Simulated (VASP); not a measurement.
Input of a VASP 6.6.1 run:

Contents of INCAR:

```
SYSTEM = La2Zr2O
ALGO     = Normal         ! electronic algorithm
EDIFF    = 1E-6           ! SCF threshold, eV
ENCUT    = 520            ! plane-wave cutoff, eV
GGA      = PE             ! functional
ISIF     = 2              ! what is computed and relaxed
ISMEAR   = 0              ! smearing method
LASPH    = .True.         ! aspherical terms in the spheres
LCHARG   = .True.         ! write CHGCAR
LELF     = .True.         ! ELF
LREAL    = .False.        ! projectors in reciprocal space
LVHAR    = .True.       
LWAVE    = .False.        ! write WAVECAR
NBANDS   = 34             ! bands
NELM     = 100            ! most SCF steps
PREC     = Accurate       ! precision mode
SIGMA    = 0.1            ! smearing width, eV
```

Contents of KPOINTS:

```
k-points
0
Gamma
  14 14 14
  0 0 0
```

The input POSCAR:

```
La2Zr2O
1.0
   -1.9726957735      1.9726957735      8.1506980710
    1.9726957735     -1.9726957735      8.1506980710
    1.9726957735      1.9726957735     -8.1506980710
La Zr O
2 2 1
Direct
    0.2500000000      0.7500000000      0.5000000000
    0.7500000000      0.2500000000      0.5000000000
    0.4270774215      0.4270774215      0.0000000000
    0.5729225785      0.5729225785      0.0000000000
    0.0000000000      0.0000000000      0.0000000000
```

Potentials or basis: VASP PAW PBE potentials, release 64 (La, Zr_sv, O).

Launch:

```bash
$ cat potpaw_PBE.64/La/POTCAR potpaw_PBE.64/Zr_sv/POTCAR potpaw_PBE.64/O/POTCAR > POTCAR
$ mpirun -np 1 vasp_std > vasp.out
```

**Question.** Estimate the band gap on the k mesh.

**Answer.** Zero (band 26 reaches 8.35 eV, above the bottom of band 27 at 6.97 eV).

**Question.** Estimate the largest force.

**Answer.** 0.078 eV/Å.

**Question.** What does it give for the pressure?

**Answer.** 0.1 GPa.

Forces in eV/Å, atoms in the order of the input:
```
La   0.000  0.000  0.000
La   0.000  0.000  0.000
Zr   0.000  0.000 -0.078
Zr   0.000  0.000  0.078
O    0.000  0.000  0.000
```

Caveat: spin-orbit coupling is left out, which moves the levels of the heavy elements.
